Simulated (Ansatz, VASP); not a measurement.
# One calculation of W, two programs

INCAR

```
SYSTEM = W
PREC = Accurate
ENCUT = 520
EDIFF = 1E-7
ISMEAR = 0
SIGMA = 0.15
LREAL = .False.
LASPH = .True.
NELM = 80
ALGO = Normal
ISIF = 2
LWAVE = .False.
LCHARG = .False.
GGA = PS
NBANDS = 13
```

KPOINTS

```
regular mesh
0
Gamma
  20 20 20
  0 0 0
```

File POSCAR:

```
W
1.0
    0.0000000000      2.0300000000      1.8676000000
    2.0300000000      0.0000000000      1.8676000000
    2.0300000000      2.0300000000      0.0000000000
W
1
Direct
    0.0000000000      0.0000000000      0.0000000000
```

Input for Ansatz:

```yaml
crystal:
  lattice:
    - [0.0, 2.03, 1.8676]
    - [2.03, 0.0, 1.8676]
    - [2.03, 2.03, 0.0]
  atoms:
    - { symbol: W, position: [0.0, 0.0, 0.0] }
basis:
  ecutwfc: 420
kpoints:
  mp_grid: { grid: [20, 20, 20] }
hamiltonian:
  xc: pbesol
scf:
  occupations: { method: gaussian, width: 0.15 }
output:
  forces: true
  stress: true
  eigenvalues: true
```

Change from the starting cell: strain +0.000 along x and y, -0.080 along z, atoms carried along.

Alike in both runs: task single point; functional PBEsol; k mesh 20 × 20 × 20; occupations gaussian, width 0.15 eV; no spin polarisation.

|  | VASP | Ansatz |
| --- | --- | --- |
| version | VASP 6.6.1 | Ansatz 0.2.0 |
| potentials or method | VASP PAW PBE potentials, release 64 (W_sv), cutoff 520 eV | scalar-relativistic, plane waves, PAW |
| valence electrons in the cell | 14 | 14 |

```tsv
	VASP	Ansatz	Ansatz less VASP
gap on the k mesh at the Fermi level (eV)	none	none	-
pressure (GPa)	12.7	11.9	-0.83
traceless stress, the component that is largest in VASP (GPa)	-16.89	-16.78	+0.115
```

VASP's potentials were made for PBE, not for PBEsol. A gap of «none» marks a metal or a gap that the smearing closes.

Spin-orbit coupling is off throughout.
